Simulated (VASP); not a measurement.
# GaP (F-43m) in VASP: notebook

The runs below take GaP through single point, with r2SCAN+D4, r2SCAN+D3(BJ).

All numbers are computed with VASP 6.6.1; they aren't measurements. Logs are shortened: lines on timing, memory, paths and dates and some standing lists are left out, and cuts for length are marked.

**Measured values to compare with.**

“Stacking defects in GaP nanowires: Electronic structure and optical properties”, 2018, arxiv:1810.01194 quotes, for a bulk crystal of GaP at 10 K: band gap 2.34 eV (indirect).

The runs below are set against these values where they give the same quantity.

### Step 1. The cell of the first run

It takes space group F-43m (No. 216, cubic). The conventional cell has a = 5.394 Å, b = 5.394 Å, c = 5.394 Å, α = 90.00°, β = 90.00°, γ = 90.00°. Within 3.1 Å of Ga (site symmetry -43m) lie 4 P at 2.34 Å. Within 3.1 Å of P (site symmetry -43m) lie 4 Ga at 2.34 Å.

### Step 2. Single point, r2SCAN+D4 (volume scaled by 0.98)

Contents of POSCAR:

```
GaP
1.0
    0.0000000000      2.6968510539      2.6968510539
    2.6968510539      0.0000000000      2.6968510539
    2.6968510539      2.6968510539      0.0000000000
Ga P
1 1
Direct
    0.0000000000      0.0000000000      0.0000000000
    0.7500000000      0.7500000000      0.7500000000
```

Contents of INCAR.step1:

```
PREC = Accurate ; ENCUT = 520
ISMEAR = 0 ; SIGMA = 0.05
LREAL = F ; LASPH = T
NELM = 80 ; NBANDS = 16
GGA = PE ; ALGO = Normal
EDIFF = 1E-4 ; LWAVE = T
LCHARG = F
```

Contents of INCAR.step2:

```
PREC = Accurate ; ENCUT = 520
EDIFF = 1E-6 ; ISMEAR = 0
SIGMA = 0.05 ; LREAL = F
LASPH = T ; NELM = 80
ALGO = Normal ; ISIF = 2
LWAVE = F ; LCHARG = F
METAGGA = R2SCAN ; LMIXTAU = T
IVDW = 13 ; VDW_S6 = 1.0
VDW_S8 = 0.6018749 ; VDW_A1 = 0.51559235
VDW_A2 = 5.77342911 ; NBANDS = 16
ISTART = 1
```

Contents of KPOINTS:

```
Automatic mesh
0
Gamma
  8 8 8
```

Potentials or basis: VASP PAW PBE potentials, release 64 (Ga_d, P).

Command:

```
> cat potpaw_PBE.64/Ga_d/POTCAR potpaw_PBE.64/P/POTCAR > POTCAR
> cp INCAR.step1 INCAR
> mpirun -np 1 vasp_std > vasp.out
> cp INCAR.step2 INCAR
> mpirun -np 1 vasp_std > vasp.out
```

OUTCAR:

```text
PREC = Accurate
   ENCUT = 520
   EDIFF = 1E-6
   ISMEAR = 0
   LREAL = F
   LASPH = T
   NELM = 80
   ISIF = 2
   METAGGA = R2SCAN
   IVDW = 13
   ISTART = 1

 ion  position               nearest neighbor table
   1  0.000  0.000  0.000-   2 2.34   2 2.34   2 2.34   2 2.34
   2  0.750  0.750  0.750-   1 2.34   1 2.34   1 2.34   1 2.34

  LATTYP: Found a face centered cubic cell.
 ALAT       =     5.3937021078

  Lattice vectors:

 A1 = (   0.0000000000,   2.6968510539,   2.6968510539)
 A2 = (   2.6968510539,   0.0000000000,   2.6968510539)
 A3 = (   2.6968510539,   2.6968510539,   0.0000000000)

Analysis of symmetry for initial positions (statically):
=====================================================================
 Subroutine PRICEL returns:
 Original cell was already a primitive cell.

 Routine SETGRP: Setting up the symmetry group for a
 face centered cubic supercell.

 Subroutine GETGRP returns: Found 24 space group operations
 (whereof 24 operations were pure point group operations)
 out of a pool of 48 trial point group operations.

The static configuration has the point symmetry T_d .

Analysis of symmetry for dynamics (positions and initial velocities):
=====================================================================
 Subroutine PRICEL returns:
 Original cell was already a primitive cell.

 Routine SETGRP: Setting up the symmetry group for a
 face centered cubic supercell.

 Subroutine GETGRP returns: Found 24 space group operations
 (whereof 24 operations were pure point group operations)
 out of a pool of 48 trial point group operations.

The dynamic configuration has the point symmetry T_d .

 Subroutine INISYM returns: Found 24 space group operations
 (whereof 24 operations are pure point group operations),
 and found     1 'primitive' translations

----------------------------------------------------------------------------------------

                                     Primitive cell

  volume of cell :      39.2284

  direct lattice vectors                    reciprocal lattice vectors
     0.000000000  2.696851054  2.696851054    -0.185401414  0.185401414  0.185401414
     2.696851054  0.000000000  2.696851054     0.185401414 -0.185401414  0.185401414
     2.696851054  2.696851054  0.000000000     0.185401414  0.185401414 -0.185401414

  length of vectors
     3.813923336  3.813923336  3.813923336     0.321124670  0.321124670  0.321124670

  position of ions in fractional coordinates (direct lattice)
     0.000000000  0.000000000  0.000000000
     0.750000000  0.750000000  0.750000000

  ion indices of the primitive-cell ions
   primitive index   ion index
                 1           1
                 2           2

----------------------------------------------------------------------------------------

 KPOINTS: Automatic mesh

Automatic generation of k-mesh.
 Grid dimensions read from file:
 generate k-points for:    8    8    8

 Generating k-lattice:

  Cartesian coordinates                     Fractional coordinates (reciprocal lattice)
    -0.023175177  0.023175177  0.023175177     0.125000000  0.000000000  0.000000000
     0.023175177 -0.023175177  0.023175177     0.000000000  0.125000000  0.000000000
     0.023175177  0.023175177 -0.023175177     0.000000000  0.000000000  0.125000000

  Length of vectors
     0.040140584  0.040140584  0.040140584

  Shift w.r.t. Gamma in fractional coordinates (k-lattice)
     0.000000000  0.000000000  0.000000000

 Subroutine IBZKPT returns following result:
 ===========================================

 Found     29 irreducible k-points:

 Following reciprocal coordinates:
            Coordinates               Weight
  0.000000  0.000000  0.000000      1.000000
  0.125000  0.000000  0.000000      8.000000
  0.250000  0.000000  0.000000      8.000000
  0.375000  0.000000  0.000000      8.000000
  0.500000  0.000000  0.000000      4.000000
  0.125000  0.125000  0.000000      6.000000
[... 16 lines left out ...]
  0.500000  0.250000  0.125000     48.000000
 -0.375000  0.250000  0.125000     24.000000
 [... further k-points ...]
   k-points           NKPTS =     29   k-points in BZ     NKDIM =     29   number of bands    NBANDS=     16
   number of dos      NEDOS =    301   number of ions     NIONS =      2
   total plane-waves  NPLWV =  21952
   dimension x,y,z NGX =    28 NGY =   28 NGZ =   28
   dimension x,y,z NGXF=    56 NGYF=   56 NGZF=   56
   ions per type =               1   1
   NGX,Y,Z   is equivalent  to a cutoff of  12.20, 12.20, 12.20 a.u.
   NGXF,Y,Z  is equivalent  to a cutoff of  24.41, 24.41, 24.41 a.u.
 SYSTEM =  unknown system
   PREC   = accura    normal or accurate (medium, high low for compatibility)
   ISTART =      1    job   : 0-new  1-cont  2-samecut
   ICHARG =      0    charge: 1-file 2-atom 10-const
   ISPIN  =      1    spin polarized calculation?
   LNONCOLLINEAR =      F non collinear calculations
   LSORBIT =      F    spin-orbit coupling
   LASPH  =      T    aspherical Exc in radial PAW
   ENCUT  =  520.0 eV  38.22 Ry    6.18 a.u.   7.09  7.09  7.09*2*pi/ulx,y,z
   NELM   =     80;   NELMIN=  2; NELMDL=  0     # of ELM steps
   EDIFF  = 0.1E-05   stopping-criterion for ELM
   LREAL  =      F    real-space projection
   EDIFFG = 0.1E-04   stopping-criterion for IOM
   NSW    =      0    number of steps for IOM
   IBRION =     -1    ionic relax: 0-MD 1-quasi-New 2-CG
   NFREE  =      0    steps in history (QN), initial steepest desc. (CG)
   ISIF   =      2    stress and relaxation
   ISYM   =      2    0-nonsym 1-usesym 2-fastsym
   POTIM  = 0.5000    time-step for ionic-motion
   TEBEG  =    0.0;   TEEND  =   0.0 temperature during run
   PSTRESS=    0.0 pullay stress
   NELECT =      18.0000    total number of electrons
   NUPDOWN=      -1.0000    fix difference up-down
   EMIN   =  10.00;   EMAX   =-10.00  energy-range for DOS
   EFERMI =   0.00;   METHOD = LEGACY
   ISMEAR =     0;   SIGMA  =   0.05  broadening in eV -4-tet -1-fermi 0-gaus
   EFERMI_NEDOS =   21; number of points for ismear=-14 and -15
   IALGO  =     38    algorithm
   IMIX   =      4    mixing-type and parameters
     AMIX     =   0.40;   BMIX     =  1.00
     AMIX_MAG =   1.60;   BMIX_MAG =  1.00
  volume/ion in A,a.u.               =      19.61       132.36
  Fermi-wavevector in a.u.,A,eV,Ry     =   1.262696  2.386149 21.693135  1.594400
  Thomas-Fermi vector in A             =   2.396091
   LORBIT       =      0    0 simple, 1 ext, 2 COOP (PROOUT), +10 PAW based schemes
   METAGGA = R2SCAN    functional components
   LHFCALC =     F    Hartree Fock is set to
   AEXX    =    0.0000 exact exchange contribution
   IVDW    =    13    specifies the selected vdW correction
   LEPSILON=     F    determine dielectric tensor
   LRPA    =     F    only Hartree local field effects (RPA)
 non-spin polarized calculation
 Gauss-broadening in eV      SIGMA  =   0.05
  energy-cutoff  :      520.00
  volume of cell :       39.23
 maximum number of plane-waves:      1067
   NGX = 15   NGY = 15   NGZ = 15

 number of electron      17.9999999 magnetization

 Free energy of the ion-electron system (eV)
  ---------------------------------------------------
  ext. energy  EPLUGINS =         0.00000000
  ---------------------------------------------------
  free energy    TOTEN  =       -21.45164892 eV

  energy without entropy =      -21.45164892  energy(sigma->0) =      -21.45164892

 E-fermi :   5.0640     XC(G=0): -10.7034

 val. band max:        4.7911757884   @ k =   0.0000   0.0000   0.0000
 cond. band min:       6.6377123404   @ k =   0.5000   0.5000   0.0000
 fundamental gap:      1.8465365521
 Fermi energy:         5.0639936667

 k-point     1 :       0.0000    0.0000    0.0000
  band No.  band energies     occupation
      1     -10.2545      2.00000
      2     -10.2545      2.00000
      3     -10.2545      2.00000
      4     -10.1297      2.00000
      5     -10.1297      2.00000
      6      -8.4797      2.00000
[... 8 lines left out ...]
     15      15.1042      0.00000
     16      15.1042      0.00000

 k-point     2 :       0.1250    0.0000    0.0000
  band No.  band energies     occupation
      1     -10.2737      2.00000
      2     -10.2489      2.00000
      3     -10.2489      2.00000
      4     -10.1298      2.00000
      5     -10.1298      2.00000
      6      -8.2565      2.00000
[... 8 lines left out ...]
     15      14.4610      0.00000
     16      15.3364      0.00000

 k-point     3 :       0.2500    0.0000    0.0000
  band No.  band energies     occupation
      1     -10.3135      2.00000
      2     -10.2369      2.00000
      3     -10.2368      2.00000
      4     -10.1283      2.00000
      5     -10.1283      2.00000
      6      -7.6278      2.00000
[... 8 lines left out ...]
     15      14.2897      0.00000
     16      15.4548      0.00000

 k-point     4 :       0.3750    0.0000    0.0000
  band No.  band energies     occupation
      1     -10.3473      2.00000
      2     -10.2274      2.00000
      3     -10.2273      2.00000
      4     -10.1241      2.00000
      5     -10.1241      2.00000
      6      -6.7509      2.00000
[... 8 lines left out ...]
     15      15.6065      0.00000
     16      15.6065      0.00000

 k-point     5 :       0.5000    0.0000    0.0000
  band No.  band energies     occupation
      1     -10.3602      2.00000
      2     -10.2243      2.00000
      3     -10.2243      2.00000
      4     -10.1215      2.00000
      5     -10.1214      2.00000
      6      -6.2081      2.00000
[... 8 lines left out ...]
     15      17.2229      0.00000
     16      17.2229      0.00000

 k-point     6 :       0.1250    0.1250    0.0000
  band No.  band energies     occupation
      1     -10.2846      2.00000
      2     -10.2437      2.00000
      3     -10.2436      2.00000
      4     -10.1347      2.00000
      5     -10.1259      2.00000
      6      -8.1829      2.00000
[... 8 lines left out ...]
     15      15.3655      0.00000
     16      15.7281      0.00000

 k-point     7 :       0.2500    0.1250    0.0000
  band No.  band energies     occupation
      1     -10.3156      2.00000
      2     -10.2335      2.00000
      3     -10.2310      2.00000
      4     -10.1384      2.00000
      5     -10.1224      2.00000
      6      -7.6892      2.00000
[... 8 lines left out ...]
     15      15.3839      0.00000
     16      16.7824      0.00000

 k-point     8 :       0.3750    0.1250    0.0000
  band No.  band energies     occupation
      1     -10.3456      2.00000
      2     -10.2251      2.00000
      3     -10.2203      2.00000
      4     -10.1364      2.00000
      5     -10.1193      2.00000
      6      -6.8768      2.00000
[... 8 lines left out ...]
     15      16.3483      0.00000
     16      16.4407      0.00000

 k-point     9 :       0.5000    0.1250    0.0000
  band No.  band energies     occupation
      1     -10.3615      2.00000
      2     -10.2212      2.00000
      3     -10.2165      2.00000
      4     -10.1295      2.00000
      5     -10.1198      2.00000
      6      -6.1244      2.00000
[... 8 lines left out ...]
     15      17.2279      0.00000
     16      17.7211      0.00000
[... 172 lines left out ...]
 k-point    19 :       0.5000    0.3750    0.0000
  band No.  band energies     occupation
      1     -10.3908      2.00000
      2     -10.1874      2.00000
      3     -10.1826      2.00000
      4     -10.1645      2.00000
      5     -10.1077      2.00000
      6      -5.4691      2.00000
[... 8 lines left out ...]
     15      17.5584      0.00000
     16      19.0456      0.00000

 k-point    20 :      -0.3750    0.3750    0.0000
  band No.  band energies     occupation
      1     -10.3825      2.00000
      2     -10.1987      2.00000
      3     -10.1874      2.00000
      4     -10.1529      2.00000
      5     -10.1151      2.00000
      6      -5.2640      2.00000
[... 8 lines left out ...]
     15      15.8317      0.00000
     16      20.7160      0.00000

 k-point    21 :       0.5000    0.5000    0.0000
  band No.  band energies     occupation
      1     -10.3996      2.00000
      2     -10.1767      2.00000
      3     -10.1767      2.00000
      4     -10.1727      2.00000
      5     -10.1038      2.00000
      6      -5.2293      2.00000
[... 8 lines left out ...]
     15      17.8934      0.00000
     16      18.6219      0.00000

 k-point    22 :       0.3750    0.2500    0.1250
  band No.  band energies     occupation
      1     -10.3415      2.00000
      2     -10.2225      2.00000
      3     -10.2178      2.00000
      4     -10.1427      2.00000
      5     -10.1191      2.00000
      6      -7.0963      2.00000
[... 8 lines left out ...]
     15      16.6854      0.00000
     16      18.1918      0.00000

 k-point    23 :       0.5000    0.2500    0.1250
  band No.  band energies     occupation
      1     -10.3606      2.00000
      2     -10.2173      2.00000
      3     -10.2069      2.00000
      4     -10.1403      2.00000
      5     -10.1193      2.00000
      6      -6.2706      2.00000
[... 8 lines left out ...]
     15      17.2056      0.00000
     16      18.4857      0.00000

 k-point    24 :      -0.3750    0.2500    0.1250
  band No.  band energies     occupation
      1     -10.3676      2.00000
      2     -10.2162      2.00000
      3     -10.2030      2.00000
      4     -10.1361      2.00000
      5     -10.1213      2.00000
      6      -5.7665      2.00000
[... 8 lines left out ...]
     15      17.5763      0.00000
     16      18.2397      0.00000

 [... further k-points ...]

------------------------ aborting loop because EDIFF is reached ----------------------------------------

  DFT-D4 for vdW energy calculation

  Edisp (eV):   -0.29953

  FORCE on cell =-STRESS in cart. coord.  units (eV):
  Direction    XX          YY          ZZ          XY          YZ          ZX
  --------------------------------------------------------------------------------------
  -------------------------------------------------------------------------------------
  Total       0.45846     0.45846     0.45846     0.00000    -0.00000    -0.00000
  in kB      18.72467    18.72467    18.72467     0.00000    -0.00000    -0.00000
  external pressure =       18.72 kB  Pullay stress =        0.00 kB

 VOLUME and BASIS-vectors are now :
 -----------------------------------------------------------------------------
  energy-cutoff  :      520.00
  volume of cell :       39.23
      direct lattice vectors                 reciprocal lattice vectors
     0.000000000  2.696851054  2.696851054    -0.185401414  0.185401414  0.185401414
     2.696851054  0.000000000  2.696851054     0.185401414 -0.185401414  0.185401414
     2.696851054  2.696851054  0.000000000     0.185401414  0.185401414 -0.185401414

 POSITION                                       TOTAL-FORCE (eV/Angst)
 -----------------------------------------------------------------------------------
      0.00000      0.00000      0.00000         0.000000      0.000000      0.000000
      4.04528      4.04528      4.04528        -0.000000     -0.000000     -0.000000
 -----------------------------------------------------------------------------------
    total drift:                               -0.000002     -0.000002     -0.000002

  FREE ENERGIE OF THE ION-ELECTRON SYSTEM (eV)
  ---------------------------------------------------
  free  energy   TOTEN  =       -21.7511754608 eV

  energy  without entropy=      -21.7511754608  energy(sigma->0) =      -21.75117546
```

It took 2.3 min on 1 thread of AMD EPYC 7R13, shared host; peak memory 0.14 GiB.

What came out:

```yaml
Free_energy: -21.7512 eV
Pressure: 1.9 GPa
Band_gap_on_the_k_mesh: 1.85 eV, indirect (least direct gap 2.62 eV)
Dispersion_energy_per_atom: -0.150 eV
```

Levels at points of the mesh, in eV from the valence-band top:
```csv
k point,band 5,band 6,band 7,band 8,band 9,band 10,band 11,band 12,band 13,band 14
"(0.00, 0.00, 0.00)",-14.92,-13.27,0.00,0.00,0.00,2.62,4.18,4.18,4.18,9.62
"(0.50, 0.00, 0.00)",-14.91,-11.00,-7.04,-1.22,-1.22,2.14,5.04,5.04,8.90,11.89
"(0.50, 0.50, 0.00)",-14.89,-10.02,-7.12,-2.92,-2.91,1.85,2.07,11.60,11.60,12.33
```

Caveat: the cell differs from its parent crystal (volume scaled by 0.98); the PAW data sets were made with another functional, which shifts forces and pressure a little. A k mesh can miss the band edges.

### Step 3. Single point, r2SCAN+D3(BJ)

This run uses another cell than the first one, of 20.12 Å³/atom, 1.026 times its volume.

Contents of POSCAR:

```
GaP
1.0
    0.0000000000      2.7199250526      2.7199250526
    2.7199250526      0.0000000000      2.7199250526
    2.7199250526      2.7199250526      0.0000000000
Ga P
1 1
Direct
    0.0000000000      0.0000000000      0.0000000000
    0.7500000000      0.7500000000      0.7500000000
```

Contents of INCAR.step1:

```
SYSTEM = GaP
  PREC = Accurate
  ENCUT = 520
  ISMEAR = 0
  SIGMA = 0.05
  LREAL = .FALSE.
  LASPH = .TRUE.
  NELM = 80
  NBANDS = 16
  GGA = PE
  ALGO = Normal
  EDIFF = 1E-4
  LWAVE = .TRUE.
  LCHARG = .FALSE.
```

Contents of INCAR.step2:

```
SYSTEM = GaP
  PREC = Accurate
  ENCUT = 520
  EDIFF = 1E-6
  ISMEAR = 0
  SIGMA = 0.05
  LREAL = .FALSE.
  LASPH = .TRUE.
  NELM = 80
  ALGO = Normal
  ISIF = 2
  LWAVE = .FALSE.
  LCHARG = .TRUE.
  METAGGA = R2SCAN
  LMIXTAU = .TRUE.
  IVDW = 12
  VDW_S6 = 1.0
  VDW_S8 = 0.78981345
  VDW_A1 = 0.49484001
  VDW_A2 = 5.73083694
  LELF = .TRUE.
  LVHAR = .TRUE.
  NBANDS = 16
  ISTART = 1
```

Contents of KPOINTS:

```
regular mesh
0
G
  8 8 8
  0 0 0
```

Potentials or basis: VASP PAW PBE potentials, release 64 (Ga_d, P).

Command:

```
> cat potpaw_PBE.64/Ga_d/POTCAR potpaw_PBE.64/P/POTCAR > POTCAR
> cp INCAR.step1 INCAR
> mpirun -np 1 vasp_std > vasp.out
> cp INCAR.step2 INCAR
> mpirun -np 1 vasp_std > vasp.out
```

Run time: 2.7 min. Hardware: 1 thread of AMD EPYC 7R13, shared host; peak memory 0.16 GiB.

Results (log left out):

```yaml
Free_energy: -21.7630 eV
Pressure: -0.7 GPa
Band_gap_on_the_k_mesh: 1.89 eV, indirect (least direct gap 2.40 eV)
Dispersion_energy_per_atom: -0.150 eV
```

Levels at points of the mesh, in eV from the valence-band top:
```csv
k point,band 6,band 7,band 8,band 9,band 10,band 11,band 12,band 13
"(0.00, 0.00, 0.00)",-13.07,0.00,0.00,0.00,2.40,4.19,4.19,4.19
"(0.50, 0.00, 0.00)",-10.89,-6.88,-1.18,-1.18,2.06,5.06,5.06,8.85
"(0.50, 0.50, 0.00)",-9.94,-6.99,-2.82,-2.82,1.90,2.10,11.40,11.40
```

Caveat: three body term missing; the PAW data sets were made with another functional, which shifts forces and pressure a little.

(Part 1 of 2 ends here.)
